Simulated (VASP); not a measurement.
# CuO (Cccm) in VASP: relaxation of shape and atoms at fixed volume with PBE

Aim: the relaxation of shape and atoms at fixed volume of CuO with PBE.

All numbers are computed with VASP 6.6.1; they aren't measurements. Logs are shortened: lines on timing, memory, paths and dates and some standing lists are left out, and cuts for length are marked.

### 1 The cell of the first run

The typed cell holds 4 atoms: a = 3.017 Å, b = 3.017 Å, c = 5.216 Å, α = 90.00°, β = 90.00°, γ = 89.98°.

### 2 Relaxation of shape and atoms at fixed volume, PBE (11.87 Å³/atom)

Input file INCAR:

```
PREC = Accurate ; ENCUT = 600
EDIFF = 1E-7 ; ISMEAR = 0
SIGMA = 0.1 ; LREAL = F
LASPH = T ; NELM = 120
ALGO = Normal ; ISIF = 4
LWAVE = F ; LCHARG = F
GGA = PE ; IBRION = 2
NSW = 50 ; EDIFFG = -0.01
GGA_COMPAT = F ; NELMIN = 4
```

Input file KPOINTS:

```
regular mesh
0
Gamma
  14 14 8
```

Input file POSCAR:

```
CuO
1.0
    2.1273046641     -2.1330042648      0.1667906361
    2.1273046641      2.1330042648      0.1667906361
   -0.4077193976      0.0000000000      5.1998104728
Cu O
2 2
Direct
    0.0000000000      0.5000000000      0.0000000000
    0.5000000000      0.0000000000      0.5000000000
    0.4999905661      0.5000094339      0.2500000000
    0.5000094339      0.4999905661      0.7500000000
```

Potentials or basis: VASP PAW PBE potentials, release 64 (Cu, O).

On the command line:

```
$ cat potpaw_PBE.64/Cu/POTCAR potpaw_PBE.64/O/POTCAR > POTCAR
$ mpirun -np 1 vasp_std > vasp.out
```

OUTCAR:

```text
PREC = Accurate
   ENCUT = 600
   EDIFF = 1E-7
   ISMEAR = 0
   LREAL = F
   LASPH = T
   NELM = 120
   ISIF = 4
   GGA = PE
   IBRION = 2
   NSW = 50
   EDIFFG = -0.01
   NELMIN = 4

 ion  position               nearest neighbor table
   1  0.000  0.500  0.000-   3 1.99   4 1.99   4 1.99   3 1.99
   2  0.500  0.000  0.500-   3 1.99   4 1.99   3 1.99   4 1.99
   3  0.500  0.500  0.250-   1 1.99   2 1.99   1 1.99   2 1.99
   4  0.500  0.500  0.750-   1 1.99   2 1.99   2 1.99   1 1.99

  LATTYP: Found a base centered orthorhombic cell.
 ALAT       =     4.2660085296
 B/A-ratio  =     1.0003886370
 C/A-ratio  =     1.2226348518

  Lattice vectors:

 A1 = (  -2.1273046641,  -2.1330042648,  -0.1667906361)
 A2 = (   2.1273046641,  -2.1330042648,   0.1667906361)
 A3 = (  -0.4077193976,   0.0000000000,   5.1998104728)

Analysis of symmetry for initial positions (statically):
=====================================================================
 Subroutine PRICEL returns:
 Original cell was already a primitive cell.

 Routine SETGRP: Setting up the symmetry group for a
 base centered orthorhombic supercell.

 Subroutine GETGRP returns: Found  4 space group operations
 (whereof  2 operations were pure point group operations)
 out of a pool of  8 trial point group operations.

The static configuration has the point symmetry S_2 .
 The point group associated with its full space group is C_2h.

Analysis of symmetry for dynamics (positions and initial velocities):
=====================================================================
 Subroutine PRICEL returns:
 Original cell was already a primitive cell.

 Routine SETGRP: Setting up the symmetry group for a
 base centered orthorhombic supercell.

 Subroutine GETGRP returns: Found  4 space group operations
 (whereof  2 operations were pure point group operations)
 out of a pool of  8 trial point group operations.

The dynamic configuration has the point symmetry S_2 .
 The point group associated with its full space group is C_2h.

 Subroutine INISYM returns: Found  4 space group operations
 (whereof  2 operations are pure point group operations),
 and found     1 'primitive' translations

----------------------------------------------------------------------------------------

                                     Primitive cell

  volume of cell :      47.4789

  direct lattice vectors                    reciprocal lattice vectors
     2.127304664 -2.133004265  0.166790636     0.233603074 -0.234411158  0.018316919
     2.127304664  2.133004265  0.166790636     0.233603074  0.234411158  0.018316919
    -0.407719398  0.000000000  5.199810473    -0.014986241  0.000000000  0.191139624

  length of vectors
     3.017109783  3.017109783  5.215770706     0.331443052  0.331443052  0.191726220

  position of ions in fractional coordinates (direct lattice)
     0.000000000  0.500000000  0.000000000
     0.500000000  0.000000000  0.500000000
     0.499990566  0.500009434  0.250000000
     0.500009434  0.499990566  0.750000000

  ion indices of the primitive-cell ions
   primitive index   ion index
                 1           1
                 2           2
                 3           3
                 4           4

----------------------------------------------------------------------------------------

 KPOINTS: regular mesh

Automatic generation of k-mesh.
 Grid dimensions read from file:
 generate k-points for:   14   14    8

 Generating k-lattice:

  Cartesian coordinates                     Fractional coordinates (reciprocal lattice)
     0.016685934 -0.016743654  0.001308351     0.071428571  0.000000000  0.000000000
     0.016685934  0.016743654  0.001308351     0.000000000  0.071428571  0.000000000
    -0.001873280  0.000000000  0.023892453     0.000000000  0.000000000  0.125000000

  Length of vectors
     0.023674504  0.023674504  0.023965777

  Shift w.r.t. Gamma in fractional coordinates (k-lattice)
     0.000000000  0.000000000  0.000000000

 Subroutine IBZKPT returns following result:
 ===========================================

 Found    429 irreducible k-points:

 Following reciprocal coordinates:
            Coordinates               Weight
  0.000000  0.000000  0.000000      1.000000
  0.071429  0.000000  0.000000      4.000000
  0.142857 -0.000000  0.000000      4.000000
  0.214286 -0.000000 -0.000000      4.000000
  0.285714 -0.000000  0.000000      4.000000
  0.357143 -0.000000  0.000000      4.000000
[... 16 lines left out ...]
  0.214286  0.142857  0.000000      4.000000
  0.285714  0.142857 -0.000000      4.000000
 [... further k-points ...]
   k-points           NKPTS =    429   k-points in BZ     NKDIM =    429   number of bands    NBANDS=     21
   number of dos      NEDOS =    301   number of ions     NIONS =      4
   total plane-waves  NPLWV =  24192
   dimension x,y,z NGX =    24 NGY =   24 NGZ =   42
   dimension x,y,z NGXF=    48 NGYF=   48 NGZF=   84
   ions per type =               2   2
   NGX,Y,Z   is equivalent  to a cutoff of  13.22, 13.22, 13.39 a.u.
   NGXF,Y,Z  is equivalent  to a cutoff of  26.45, 26.45, 26.77 a.u.
 SYSTEM =  unknown system
   PREC   = accura    normal or accurate (medium, high low for compatibility)
   ISTART =      0    job   : 0-new  1-cont  2-samecut
   ICHARG =      2    charge: 1-file 2-atom 10-const
   ISPIN  =      1    spin polarized calculation?
   LNONCOLLINEAR =      F non collinear calculations
   LSORBIT =      F    spin-orbit coupling
   LASPH  =      T    aspherical Exc in radial PAW
   ENCUT  =  600.0 eV  44.10 Ry    6.64 a.u.   6.03  6.03 10.42*2*pi/ulx,y,z
   NELM   =    120;   NELMIN=  4; NELMDL= -5     # of ELM steps
   EDIFF  = 0.1E-06   stopping-criterion for ELM
   LREAL  =      F    real-space projection
   EDIFFG = -.1E-01   stopping-criterion for IOM
   NSW    =     50    number of steps for IOM
   IBRION =      2    ionic relax: 0-MD 1-quasi-New 2-CG
   NFREE  =      1    steps in history (QN), initial steepest desc. (CG)
   ISIF   =      4    stress and relaxation
   ISYM   =      2    0-nonsym 1-usesym 2-fastsym
   POTIM  = 0.5000    time-step for ionic-motion
   TEBEG  =    0.0;   TEEND  =   0.0 temperature during run
   PSTRESS=    0.0 pullay stress
   NELECT =      34.0000    total number of electrons
   NUPDOWN=      -1.0000    fix difference up-down
   EMIN   =  10.00;   EMAX   =-10.00  energy-range for DOS
   EFERMI =   0.00;   METHOD = LEGACY
   ISMEAR =     0;   SIGMA  =   0.10  broadening in eV -4-tet -1-fermi 0-gaus
   EFERMI_NEDOS =   21; number of points for ismear=-14 and -15
   IALGO  =     38    algorithm
   IMIX   =      4    mixing-type and parameters
     AMIX     =   0.40;   BMIX     =  1.00
     AMIX_MAG =   1.60;   BMIX_MAG =  1.00
  volume/ion in A,a.u.               =      11.87        80.10
  Fermi-wavevector in a.u.,A,eV,Ry     =   1.464651  2.767790 29.187265  2.145203
  Thomas-Fermi vector in A             =   2.580602
   LORBIT       =      0    0 simple, 1 ext, 2 COOP (PROOUT), +10 PAW based schemes
   GGA     = PE    functional components
   LHFCALC =     F    Hartree Fock is set to
   AEXX    =    0.0000 exact exchange contribution
   IVDW    =     0    specifies the selected vdW correction
   LEPSILON=     F    determine dielectric tensor
   LRPA    =     F    only Hartree local field effects (RPA)
 conjugate gradient relaxation of ions
 non-spin polarized calculation
 Gauss-broadening in eV      SIGMA  =   0.10
  energy-cutoff  :      600.00
  volume of cell :       47.48
 maximum number of plane-waves:      1624
   NGX = 13   NGY = 13   NGZ = 21

--------------------------------------- Ionic step        1  -------------------------------------------

 number of electron      34.0000031 magnetization

 Free energy of the ion-electron system (eV)
  ---------------------------------------------------
  ext. energy  EPLUGINS =         0.00000000
  ---------------------------------------------------
  free energy    TOTEN  =       -19.68927429 eV

  energy without entropy =      -19.67647016  energy(sigma->0) =      -19.68287223

------------------------ aborting loop because EDIFF is reached ----------------------------------------

  FORCE on cell =-STRESS in cart. coord.  units (eV):
  Direction    XX          YY          ZZ          XY          YZ          ZX
  --------------------------------------------------------------------------------------
  -------------------------------------------------------------------------------------
  Total       -1.9390191     -1.9341715     -2.2764162      0.0000000      0.0000000      0.0269613
  in kB      -65.4322704    -65.2686880    -76.8177470      0.0000000      0.0000000      0.9098117
  external PRESSURE =     -69.1729018 kB  Pullay stress =       0.0000000 kB
[... 61 lines left out ...]
  energy  without entropy=      -19.6772780159  energy(sigma->0) =      -19.68362899

--------------------------------------- Ionic step        3  -------------------------------------------

 number of electron      34.0000024 magnetization

 Free energy of the ion-electron system (eV)
  ---------------------------------------------------
  ext. energy  EPLUGINS =         0.00000000
  ---------------------------------------------------
  free energy    TOTEN  =       -19.69019684 eV

  energy without entropy =      -19.67758759  energy(sigma->0) =      -19.68389221

 E-fermi :   4.0794     XC(G=0): -10.9322

 val. band max:        4.0781186850   @ k =   0.1429   0.0000   0.2500
 cond. band min:       4.0815634398   @ k =  -0.1429   0.0714   0.2500
 fundamental gap:      0.0034447548
 Fermi energy:         4.0794308128

 k-point     1 :       0.0000    0.0000    0.0000
  band No.  band energies     occupation
      1     -15.1861      2.00000
      2     -13.9798      2.00000
      3      -3.3959      2.00000
      4      -0.9566      2.00000
      5      -0.9559      2.00000
      6       0.6876      2.00000
[... 550 lines left out ...]
      5      -1.0082      2.00000
      6      -0.8207      2.00000
[... 13 lines left out ...]
     20       9.5804      0.00000
     21      12.6961      0.00000

 [... further k-points ...]

------------------------ aborting loop because EDIFF is reached ----------------------------------------

  FORCE on cell =-STRESS in cart. coord.  units (eV):
  Direction    XX          YY          ZZ          XY          YZ          ZX
  --------------------------------------------------------------------------------------
  -------------------------------------------------------------------------------------
  Total       -1.9699645     -1.9675584     -1.9847395      0.0000000      0.0000000      0.0012345
  in kB      -66.4765245    -66.3953305    -66.9751069      0.0000000      0.0000000      0.0416584
  external PRESSURE =     -66.6156540 kB  Pullay stress =       0.0000000 kB
[... 19 lines left out ...]
  FREE ENERGIE OF THE ION-ELECTRON SYSTEM (eV)
  ---------------------------------------------------
  free  energy   TOTEN  =       -19.6901968379 eV

  energy  without entropy=      -19.6775875911  energy(sigma->0) =      -19.68389221

 reached required accuracy - stopping structural energy minimisation
```

Wall time 8.7 min (1 thread of AMD EPYC 9R45 (Zen 5), shared host); peak memory 0.5 GiB.

What came out:

- Free energy: -19.6902 eV
- Energy gained by relaxing: 0.2 meV/atom
- Ionic steps: 3
- Pressure after relaxing: -6.7 GPa
- Band gap on the k mesh: zero (bands 17 and 18 overlap by 1.19 eV)

Step by step:
| step | energy change (eV) | largest force (eV/Å) | pressure (GPa) | volume (Å³) |
| --- | --- | --- | --- | --- |
| 1 | 0.0000 | 0.0002 | -6.92 | 47.48 |
| 2 | -0.0007 | 0.0001 | -6.77 | 47.48 |
| 3 | -0.0009 | 0.0001 | -6.66 | 47.48 |

Final structure:
```xyz
4
Lattice="2.1327 -2.1385 0.1672 2.1327 2.1385 0.1672 -0.4056 0.0000 5.1734" Properties=species:S:1:pos:R:3 pbc="T T T"
Cu    1.0663    1.0693    0.0836
Cu    0.8635   -1.0693    2.6703
O     2.0313    0.0000    1.4606
O     1.8285    0.0000    4.0473
```

Caveat: semilocal functionals often make such compounds metallic where correlation or magnetic order opens a gap, which also shifts bond lengths.
